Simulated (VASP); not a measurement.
# Ge (C2/m) in VASP: single point with PBEsol

Aim: the single point of Ge with PBEsol.

Program: VASP 6.6.1. These are calculated values, not measurements. Logs are shortened: lines on timing, memory, paths and dates and some standing lists are left out, and cuts for length are marked.

## Step 1: The cell of the first run

Symmetry: C2/m, No. 12, monoclinic system. Conventional cell: a = 5.189 Å, b = 2.976 Å, c = 4.728 Å, α = 90.00°, β = 90.00°, γ = 90.00°. Within 3.5 Å of Ge (site symmetry m) lie 12 Ge at 2.46 to 3.43 Å.

## Step 2: Single point, PBEsol (atom 1 (Ge) moved by (+0.000, -0.600) A along y and z)

INCAR

```
PREC     = Accurate       # precision mode
ENCUT    = 520            # plane-wave cutoff, eV
EDIFF    = 1E-7           # SCF threshold, eV
ISMEAR   = 0              # smearing method
SIGMA    = 0.15           # smearing width, eV
LREAL    = F              # projectors in reciprocal space
LASPH    = T              # aspherical terms in the spheres
NELM     = 80             # most SCF steps
ALGO     = Normal         # electronic algorithm
ISIF     = 2              # what is computed and relaxed
LWAVE    = F              # write WAVECAR
LCHARG   = T              # write CHGCAR
GGA      = PS             # functional
LELF     = T              # ELF
LVHAR    = T            
NBANDS   = 21             # bands
```

KPOINTS

```
regular mesh
0
Gamma
  18 18 10
```

POSCAR

```
Ge
1.0
    1.4880529250     -2.5946896100      0.0000000000
    1.4880529250      2.5946896100      0.0000000000
    0.0000000000      0.0000000000      4.7275957900
Ge
2
Direct
    0.6665533700      0.3334466300      0.1230855964
    0.3334466300      0.6665533700      0.7500000000
```

Potentials or basis: VASP PAW PBE potentials, release 64 (Ge_d).

Run with:

```console
$ cat potpaw_PBE.64/Ge_d/POTCAR > POTCAR
$ mpirun -np 1 vasp_std > vasp.out
```

OUTCAR:

```text
PREC = Accurate
   ENCUT = 520
   EDIFF = 1E-7
   ISMEAR = 0
   LREAL = F
   LASPH = T
   NELM = 80
   ISIF = 2
   GGA = PS

 ion  position               nearest neighbor table
   1  0.667  0.333  0.123-   2 2.46   2 2.46   2 2.47
   2  0.333  0.667  0.750-   1 2.46   1 2.46   1 2.47

  LATTYP: Found a base centered orthorhombic cell.
 ALAT       =     2.9761058500
 B/A-ratio  =     1.7436809984
 C/A-ratio  =     1.5885173540

  Lattice vectors:

 A1 = (   1.4880529250,  -2.5946896100,   0.0000000000)
 A2 = (   1.4880529250,   2.5946896100,   0.0000000000)
 A3 = (   0.0000000000,   0.0000000000,   4.7275957900)

Analysis of symmetry for initial positions (statically):
=====================================================================
 Subroutine PRICEL returns:
 Original cell was already a primitive cell.

 Routine SETGRP: Setting up the symmetry group for a
 base centered orthorhombic supercell.

 Subroutine GETGRP returns: Found  4 space group operations
 (whereof  2 operations were pure point group operations)
 out of a pool of  8 trial point group operations.

The static configuration has the point symmetry C_1h.
 The point group associated with its full space group is C_2h.

Analysis of symmetry for dynamics (positions and initial velocities):
=====================================================================
 Subroutine PRICEL returns:
 Original cell was already a primitive cell.

 Routine SETGRP: Setting up the symmetry group for a
 base centered orthorhombic supercell.

 Subroutine GETGRP returns: Found  4 space group operations
 (whereof  2 operations were pure point group operations)
 out of a pool of  8 trial point group operations.

The dynamic configuration has the point symmetry C_1h.
 The point group associated with its full space group is C_2h.

 Subroutine INISYM returns: Found  4 space group operations
 (whereof  2 operations are pure point group operations),
 and found     1 'primitive' translations

----------------------------------------------------------------------------------------

                                     Primitive cell

  volume of cell :      36.5068

  direct lattice vectors                    reciprocal lattice vectors
     1.488052925 -2.594689610  0.000000000     0.336009554 -0.192701277  0.000000000
     1.488052925  2.594689610  0.000000000     0.336009554  0.192701277  0.000000000
     0.000000000  0.000000000  4.727595790     0.000000000  0.000000000  0.211524006

  length of vectors
     2.991106096  2.991106096  4.727595790     0.387345069  0.387345069  0.211524006

  position of ions in fractional coordinates (direct lattice)
     0.666553370  0.333446630  0.123085596
     0.333446630  0.666553370  0.750000000

  ion indices of the primitive-cell ions
   primitive index   ion index
                 1           1
                 2           2

----------------------------------------------------------------------------------------

 KPOINTS: regular mesh

Automatic generation of k-mesh.
 Grid dimensions read from file:
 generate k-points for:   18   18   10

 Generating k-lattice:

  Cartesian coordinates                     Fractional coordinates (reciprocal lattice)
     0.018667197 -0.010705626  0.000000000     0.055555556  0.000000000  0.000000000
     0.018667197  0.010705626  0.000000000     0.000000000  0.055555556  0.000000000
     0.000000000  0.000000000  0.021152401     0.000000000  0.000000000  0.100000000

  Length of vectors
     0.021519171  0.021519171  0.021152401

  Shift w.r.t. Gamma in fractional coordinates (k-lattice)
     0.000000000  0.000000000  0.000000000

 Subroutine IBZKPT returns following result:
 ===========================================

 Found    866 irreducible k-points:

 Following reciprocal coordinates:
            Coordinates               Weight
  0.000000  0.000000  0.000000      1.000000
  0.055556  0.000000  0.000000      4.000000
  0.111111  0.000000  0.000000      4.000000
  0.166667  0.000000  0.000000      4.000000
  0.222222  0.000000  0.000000      4.000000
  0.277778  0.000000  0.000000      4.000000
[... 16 lines left out ...]
 -0.277778  0.055556  0.000000      4.000000
 -0.222222  0.055556  0.000000      4.000000
 [... further k-points ...]
   k-points           NKPTS =    866   k-points in BZ     NKDIM =    866   number of bands    NBANDS=     21
   number of dos      NEDOS =    301   number of ions     NIONS =      2
   total plane-waves  NPLWV =  20736
   dimension x,y,z NGX =    24 NGY =   24 NGZ =   36
   dimension x,y,z NGXF=    48 NGYF=   48 NGZF=   72
   ions per type =               2
   NGX,Y,Z   is equivalent  to a cutoff of  13.34, 13.34, 12.66 a.u.
   NGXF,Y,Z  is equivalent  to a cutoff of  26.68, 26.68, 25.32 a.u.
 SYSTEM =  unknown system
   PREC   = accura    normal or accurate (medium, high low for compatibility)
   ISTART =      0    job   : 0-new  1-cont  2-samecut
   ICHARG =      2    charge: 1-file 2-atom 10-const
   ISPIN  =      1    spin polarized calculation?
   LNONCOLLINEAR =      F non collinear calculations
   LSORBIT =      F    spin-orbit coupling
   LASPH  =      T    aspherical Exc in radial PAW
   ENCUT  =  520.0 eV  38.22 Ry    6.18 a.u.   5.56  5.56  8.79*2*pi/ulx,y,z
   NELM   =     80;   NELMIN=  2; NELMDL= -5     # of ELM steps
   EDIFF  = 0.1E-06   stopping-criterion for ELM
   LREAL  =      F    real-space projection
   EDIFFG = 0.1E-05   stopping-criterion for IOM
   NSW    =      0    number of steps for IOM
   IBRION =     -1    ionic relax: 0-MD 1-quasi-New 2-CG
   NFREE  =      0    steps in history (QN), initial steepest desc. (CG)
   ISIF   =      2    stress and relaxation
   ISYM   =      2    0-nonsym 1-usesym 2-fastsym
   POTIM  = 0.5000    time-step for ionic-motion
   TEBEG  =    0.0;   TEEND  =   0.0 temperature during run
   PSTRESS=    0.0 pullay stress
   NELECT =      28.0000    total number of electrons
   NUPDOWN=      -1.0000    fix difference up-down
   EMIN   =  10.00;   EMAX   =-10.00  energy-range for DOS
   EFERMI =   0.00;   METHOD = LEGACY
   ISMEAR =     0;   SIGMA  =   0.15  broadening in eV -4-tet -1-fermi 0-gaus
   EFERMI_NEDOS =   21; number of points for ismear=-14 and -15
   IALGO  =     38    algorithm
   IMIX   =      4    mixing-type and parameters
     AMIX     =   0.40;   BMIX     =  1.00
     AMIX_MAG =   1.60;   BMIX_MAG =  1.00
  volume/ion in A,a.u.               =      18.25       123.18
  Fermi-wavevector in a.u.,A,eV,Ry     =   1.498544  2.831837 30.553703  2.245634
  Thomas-Fermi vector in A             =   2.610289
   LORBIT       =      0    0 simple, 1 ext, 2 COOP (PROOUT), +10 PAW based schemes
   GGA     = PS    functional components
   LHFCALC =     F    Hartree Fock is set to
   AEXX    =    0.0000 exact exchange contribution
   IVDW    =     0    specifies the selected vdW correction
   LEPSILON=     F    determine dielectric tensor
   LRPA    =     F    only Hartree local field effects (RPA)
 non-spin polarized calculation
 Gauss-broadening in eV      SIGMA  =   0.15
  energy-cutoff  :      520.00
  volume of cell :       36.51
 maximum number of plane-waves:      1014
   NGX = 11   NGY = 11   NGZ = 17

 number of electron      28.0000011 magnetization

 Free energy of the ion-electron system (eV)
  ---------------------------------------------------
  ext. energy  EPLUGINS =         0.00000000
  ---------------------------------------------------
  free energy    TOTEN  =        -8.67362387 eV

  energy without entropy =       -8.66350961  energy(sigma->0) =       -8.66856674

 E-fermi :   6.7441     XC(G=0): -11.4552

 val. band max:        6.7412638891   @ k =   0.4444  -0.1111   0.3000
 cond. band min:       6.7448768485   @ k =   0.2778   0.2222   0.2000
 fundamental gap:      0.0036129594
 Fermi energy:         6.7440520473

 k-point     1 :       0.0000    0.0000    0.0000
  band No.  band energies     occupation
      1     -17.9247      2.00000
      2     -17.9235      2.00000
      3     -17.8695      2.00000
      4     -17.8524      2.00000
      5     -17.8482      2.00000
      6     -17.7154      2.00000
[... 13 lines left out ...]
     20      19.1905      0.00000
     21      21.0044      0.00000

 k-point     2 :       0.0556    0.0000    0.0000
  band No.  band energies     occupation
      1     -17.9267      2.00000
      2     -17.9235      2.00000
      3     -17.8636      2.00000
      4     -17.8512      2.00000
      5     -17.8470      2.00000
      6     -17.7159      2.00000
[... 13 lines left out ...]
     20      19.1344      0.00000
     21      20.8507      0.00000

 k-point     3 :       0.1111    0.0000    0.0000
  band No.  band energies     occupation
      1     -17.9324      2.00000
      2     -17.9214      2.00000
      3     -17.8596      2.00000
      4     -17.8427      2.00000
      5     -17.8382      2.00000
      6     -17.7196      2.00000
[... 13 lines left out ...]
     20      19.3887      0.00000
     21      20.7584      0.00000

 k-point     4 :       0.1667    0.0000    0.0000
  band No.  band energies     occupation
      1     -17.9374      2.00000
      2     -17.9187      2.00000
      3     -17.8662      2.00000
      4     -17.8237      2.00000
      5     -17.8204      2.00000
      6     -17.7279      2.00000
[... 13 lines left out ...]
     20      20.4398      0.00000
     21      21.1278      0.00000

 k-point     5 :       0.2222    0.0000    0.0000
  band No.  band energies     occupation
      1     -17.9406      2.00000
      2     -17.9164      2.00000
      3     -17.8749      2.00000
      4     -17.8048      2.00000
      5     -17.7947      2.00000
      6     -17.7413      2.00000
[... 13 lines left out ...]
     20      20.5063      0.00000
     21      20.7912      0.00000
[... 382 lines left out ...]
     20      18.3780      0.00000
     21      20.5380      0.00000

 k-point    22 :      -0.3333    0.0556    0.0000
  band No.  band energies     occupation
      1     -17.9397      2.00000
      2     -17.9176      2.00000
      3     -17.8821      2.00000
      4     -17.7867      2.00000
      5     -17.7688      2.00000
      6     -17.7424      2.00000
[... 13 lines left out ...]
     20      18.7801      0.00000
     21      20.7145      0.00000

 k-point    23 :      -0.2778    0.0556    0.0000
  band No.  band energies     occupation
      1     -17.9402      2.00000
      2     -17.9174      2.00000
      3     -17.8753      2.00000
      4     -17.8048      2.00000
      5     -17.7715      2.00000
      6     -17.7486      2.00000
[... 13 lines left out ...]
     20      19.3345      0.00000
     21      20.5687      0.00000

 k-point    24 :      -0.2222    0.0556    0.0000
  band No.  band energies     occupation
      1     -17.9389      2.00000
      2     -17.9183      2.00000
      3     -17.8672      2.00000
      4     -17.8251      2.00000
      5     -17.7965      2.00000
      6     -17.7330      2.00000
[... 13 lines left out ...]
     20      19.7429      0.00000
     21      20.0891      0.00000

 [... further k-points ...]

------------------------ aborting loop because EDIFF is reached ----------------------------------------

  FORCE on cell =-STRESS in cart. coord.  units (eV):
  Direction    XX          YY          ZZ          XY          YZ          ZX
  --------------------------------------------------------------------------------------
  -------------------------------------------------------------------------------------
  Total        3.0563297      3.0719872      3.6367870      0.0000000      0.0492246      0.0000000
  in kB      134.1333141    134.8204753    159.6078773      0.0000000      2.1603247      0.0000000
  external PRESSURE =     142.8538889 kB  Pullay stress =       0.0000000 kB

 VOLUME and BASIS-vectors are now :
 -----------------------------------------------------------------------------
  energy-cutoff  :      520.00
  volume of cell :       36.51
      direct lattice vectors                 reciprocal lattice vectors
     1.488052925 -2.594689610  0.000000000     0.336009554 -0.192701277  0.000000000
     1.488052925  2.594689610  0.000000000     0.336009554  0.192701277  0.000000000
     0.000000000  0.000000000  4.727595790     0.000000000  0.000000000  0.211524006

 POSITION                                       TOTAL-FORCE (eV/Angst)
 -----------------------------------------------------------------------------------
      1.48805     -0.86431      0.58190         0.000000      0.024910      2.773899
      1.48805      0.86431      3.54570         0.000000     -0.024910     -2.773899
 -----------------------------------------------------------------------------------
    total drift:                               -0.000000      0.000001     -0.000145

  FREE ENERGIE OF THE ION-ELECTRON SYSTEM (eV)
  ---------------------------------------------------
  free  energy   TOTEN  =        -8.6736238725 eV

  energy  without entropy=       -8.6635096143  energy(sigma->0) =       -8.66856674
```

It took 12 min on 1 thread of Intel Xeon 8259CL, shared host; peak memory 0.58 GiB.

What came out:

* Free energy: -8.6736 eV
* Pressure: 14.3 GPa
* Largest force: 2.774 eV/Å
* Band gap on the k mesh: zero (bands 14 and 15 overlap by 8.47 eV)

Forces on the atoms (eV/Å):
```
Ge   0.000  0.025  2.774
Ge   0.000 -0.025 -2.774
```

Caveat: the cell differs from its parent crystal (atom 1 (Ge) moved by (+0.000, -0.600) A along y and z); the cell stands under pressure; the PAW data sets were made with another functional, which shifts forces and pressure a little.
